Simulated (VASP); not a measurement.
Set up this calculation in VASP 6.6.1, as the native input.

* Task: single point
* Functional: PBEsol
* Potentials or basis: VASP PAW PBE potentials, release 64 (Na_pv)
* Cutoff: 520 eV
* k mesh: 6 × 6 × 6
* Occupations: gaussian, width 0.1 eV
* Spin: no spin polarisation
* Dipole correction: no
* Further INCAR settings: ALGO = Normal; EDIFF = 1e-07; NBANDS = 10

The structure of Na lies in POSCAR:

```
Na
1.0
    7.1005996338      0.0000000000      0.0000000000
    0.0000000000      6.4684987762      0.0000000000
    0.0000000000      0.0000000000      7.1005996338
Na
1
Direct
    0.0000000000      0.0000000000      0.0000000000
```

This cell differs from its parent crystal: strained.

One way to write it, as run:

INCAR

```
SYSTEM = Na
PREC     = Accurate       ! precision mode
ENCUT    = 520            ! plane-wave cutoff, eV
EDIFF    = 1E-7           ! SCF threshold, eV
ISMEAR   = 0              ! smearing method
SIGMA    = 0.1            ! smearing width, eV
LREAL    = .False.        ! projectors in reciprocal space
LASPH    = .True.         ! aspherical terms in the spheres
NELM     = 60             ! most SCF steps
ALGO     = Normal         ! electronic algorithm
ISIF     = 2              ! what is computed and relaxed
LWAVE    = .False.        ! write WAVECAR
LCHARG   = .False.        ! write CHGCAR
GGA      = PS             ! functional
NBANDS   = 10             ! bands
```

KPOINTS

```
regular mesh
0
Gamma
  6 6 6
  0 0 0
```

Potentials or basis: VASP PAW PBE potentials, release 64 (Na_pv).

Command:

```sh
$ cat potpaw_PBE.64/Na_pv/POTCAR > POTCAR
$ mpirun -np 1 vasp_std > vasp.out
```

It gave:

| Property | Result |
| --- | --- |
| Pressure | -0.2 GPa |
| Band gap on the k mesh | zero (an odd number of electrons rules out a gap without spin polarisation) |

Caveat: the cell differs from its parent crystal (strained); the nearest neighbours stand farther apart than a usual bond; the PAW data sets were made with another functional, which shifts forces and pressure a little.

It took 2.3 min on 1 thread of Intel(R) Xeon(R) Platinum 8488C (Sapphire Rapids) (shared host), peak memory 0.4 GiB.
